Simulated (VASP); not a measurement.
# RbBr: single point with PBEsol

Crystal: RbBr.

```
CELL_PARAMETERS angstrom
0.00000 3.42700 3.42700
3.42700 0.00000 3.42700
3.42700 3.42700 0.00000
ATOMIC_POSITIONS crystal
Rb 0.00000 0.00000 0.00000
Br 0.50000 0.50000 0.50000
```

```yaml
Program: VASP 6.6.1
Task: single point
Functional: PBEsol
Potentials_or_basis: VASP PAW PBE potentials, release 64 (Rb_sv, Br)
Cutoff: 520 eV
k_mesh: 6 × 6 × 6
Occupations: gaussian, width 0.01 eV
Spin: no spin polarisation
Dipole_correction: no
Further_INCAR_settings: ALGO = Normal; EDIFF = 1e-06; NBANDS = 15
```

```yaml
Pressure: 0.0 GPa
Band_gap_on_the_k_mesh: 4.21 eV
```

Levels at points of the mesh, in eV from the valence-band top:
| k point | band 5 | band 6 | band 7 | band 8 | band 9 | band 10 | band 11 | band 12 |
| --- | --- | --- | --- | --- | --- | --- | --- | --- |
| (0.00, 0.00, 0.00) | -8.44 | 0.00 | 0.00 | 0.00 | 4.21 | 7.20 | 7.20 | 7.20 |
| (0.50, 0.00, 0.00) | -8.40 | -1.02 | -0.36 | -0.36 | 6.67 | 7.61 | 9.43 | 9.43 |
| (0.50, 0.50, 0.00) | -8.52 | -0.49 | -0.16 | -0.16 | 5.50 | 7.02 | 9.05 | 9.15 |

Wall time 23 s on 1 thread of AMD EPYC 7R43 64-Core Processor (Zen 3), with other jobs on the host, peak memory 0.17 GiB.

Caveat: the PAW data sets were made with another functional, which shifts forces and pressure a little. As with any semilocal functional, this PBEsol gap is likely too small.
